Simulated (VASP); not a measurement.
Runs of VASP 6.6.1 on MgO. The structure is that of space group P6_3/mmc (No. 194), or close to it. The cells are those of the table. 

```tsv
task	cell	k mesh	cutoff (eV)	smearing	gap on the mesh (eV)	pressure (GPa)
relaxation of cell and atoms	relaxed to 8 GPa from a = 3.427, b = 3.427, c = 4.113 Å, angles 90.0, 90.0, 120.0°, 4 atoms	12 × 12 × 6	600	gaussian 0.01 eV	3.81	8.0
single point	a = 3.451, b = 3.451, c = 4.138 Å, angles 90.0, 90.0, 120.0°, 4 atoms	6 × 6 × 6	520	gaussian 0.02 eV	3.49	(b)
single point	a = 3.390, b = 3.390, c = 4.075 Å, angles 90.0, 90.0, 120.0°, 4 atoms	12 × 12 × 6	520	gaussian 0.01 eV	3.75	(a)
relaxation of cell and atoms	relaxed from a = 3.486, b = 3.486, c = 4.178 Å, angles 90.0, 90.0, 120.0°, 4 atoms	6 × 6 × 6	600	gaussian 0.02 eV	3.56	0.0
```

Alike in all rows: level LDA; potentials or basis VASP PAW LDA potentials, release 64 (Mg, O); no spin polarisation.

Q: Estimate the missing entries.

A: (a) 6.3; (b) -1.7.

Caveats: the cell is relaxed towards a set pressure, so the run minimises the enthalpy, not the energy (at least some runs); the cell stands under pressure (at least some runs).

A k mesh can miss the band edges.
